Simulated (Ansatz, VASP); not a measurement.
**SbSe2: VASP beside Ansatz**

```
Sb Se
1.0
     3.82448    0.00000    0.00000
    -1.91224    3.31209    0.00000
     0.00000    0.00000   11.68789
Sb Se
2 4
Cartesian
  1.9122 1.1040 8.7659
  0.0000 2.2081 2.9220
  0.0000 2.2081 10.5633
  1.9122 1.1040 4.7194
  0.0000 2.2081 6.9685
  1.9122 1.1040 1.1246
```

Alike in both runs: functional PBEsol; k mesh 12 × 12 × 4; occupations gaussian, width 0.1 eV; no spin polarisation.

Ansatz relaxed the structure, and its values are those at the end. VASP's run is a single point on that final structure, the one shown.

|  | VASP | Ansatz |
| --- | --- | --- |
| version | VASP 6.6.1 | Ansatz 0.2.0 |
| potentials or method | VASP PAW PBE potentials, release 64 (Sb, Se), cutoff 520 eV | scalar-relativistic, plane waves, PAW |
| valence electrons in the cell | 34 | 94 |

|  | VASP | Ansatz | Ansatz less VASP |
| --- | --- | --- | --- |
| gap on the k mesh at the Fermi level (eV) | none | none | - |
| pressure (GPa) | 0.0 | 0.0 | -0.04 |
| rms of the force components (eV/Å) | 0.004 | 0.000 | -0.0041 |

VASP's potentials were made for PBE, not for PBEsol. A gap of «none» marks a metal or a gap that the smearing closes. VASP's potentials hold 34 valence electrons a cell and Ansatz's 94, so a difference there can come from the potentials and not from the codes.

Neither program's run includes spin-orbit coupling.
